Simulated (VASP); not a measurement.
A run of VASP 6.6.1:

The input INCAR:

```
PREC     = Accurate       # precision mode
ENCUT    = 520            # plane-wave cutoff, eV
EDIFF    = 1E-6           # SCF threshold, eV
ISMEAR   = 0              # smearing method
SIGMA    = 0.05           # smearing width, eV
LREAL    = F              # projectors in reciprocal space
LASPH    = T              # aspherical terms in the spheres
NELM     = 100            # most SCF steps
ALGO     = Normal         # electronic algorithm
ISIF     = 2              # what is computed and relaxed
LWAVE    = F              # write WAVECAR
LCHARG   = F              # write CHGCAR
NBANDS   = 46             # bands
NELECT   = 72.0
```

File KPOINTS:

```
Automatic mesh
0
Gamma
  6 6 6
```

POSCAR

```
Zn4HSe4
1.0
   -3.9820046754     -3.9820046754      0.0000000000
   -3.9820046754      3.9820046754      0.0000000000
    3.9820046754      0.0000000000     -5.2585263399
Zn Se H
4 4 1
Direct
    1.0000000000      1.0000000000      1.0000000000
    0.5000000000      0.5000000000      1.0000000000
    1.0000000000      0.5000000000      1.0000000000
    0.5000000000      1.0000000000      1.0000000000
    0.1101682683      0.6101682683      0.7203365366
    0.6101682683      0.1101682683      0.7203365366
    0.8898317317      0.8898317317      0.2796634634
    0.3898317317      0.3898317317      0.2796634634
    0.8749792674      0.3749792674      0.0755407626
```

Potentials or basis: VASP PAW LDA potentials, release 64 (Zn, Se, H).

The run is started by

```bash
$ cat potpaw_LDA.64/Zn/POTCAR potpaw_LDA.64/Se/POTCAR potpaw_LDA.64/H/POTCAR > POTCAR
$ mpirun -np 1 vasp_std > vasp.out
```

Hardware: 1 thread of Intel(R) Xeon(R) Platinum 8259CL CPU @ 2.50GHz (Skylake/Cascade Lake), on a shared host.

How long does it take, and how much memory?

It took 8.8 min on 1 thread of Intel(R) Xeon(R) Platinum 8259CL CPU @ 2.50GHz (Skylake/Cascade Lake) (shared host), peak memory 0.52 GiB. Counts: scf iterations 15, k points 68.
